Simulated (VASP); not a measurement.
MgO:

```xyz
2
Lattice="0.0000 2.1022 2.1022 2.1022 0.0000 2.1022 2.1022 2.1022 0.0000" Properties=species:S:1:pos:R:3 pbc="T T T"
Mg    0.0000    0.0000    0.0000
O     2.1022    2.1022    2.1022
```

Base run:

```yaml
Program: VASP 6.6.1
Functional: r2SCAN
Potentials_or_basis: VASP PAW PBE potentials, release 64 (Mg, O)
Cutoff: 520 eV
k_mesh: 20 × 20 × 20
Occupations: fermi-dirac, width 0.1 eV
Spin: no spin polarisation
```

Its results: band gap on the k mesh 5.66 eV, direct; pressure -1.1 GPa.

Problem. The run is repeated on the same cell with these changes: potentials or basis from VASP PAW PBE potentials, release 64 (Mg, O) to VASP PAW PBE potentials, release 64 (Mg_sv, O); cutoff from 520 eV to 660 eV; further incar settings from ALGO = Normal; EDIFF = 1e-07; NBANDS = 11 to ALGO = Normal; EDIFF = 1e-06; NBANDS = 15; valence electrons from 8 to 16. What comes out?

Solution. Band gap on the k mesh 5.71 eV, direct; pressure -0.2 GPa.

Caveats: the PAW data sets were made with another functional, which shifts forces and pressure a little.

A k mesh can miss the band edges.
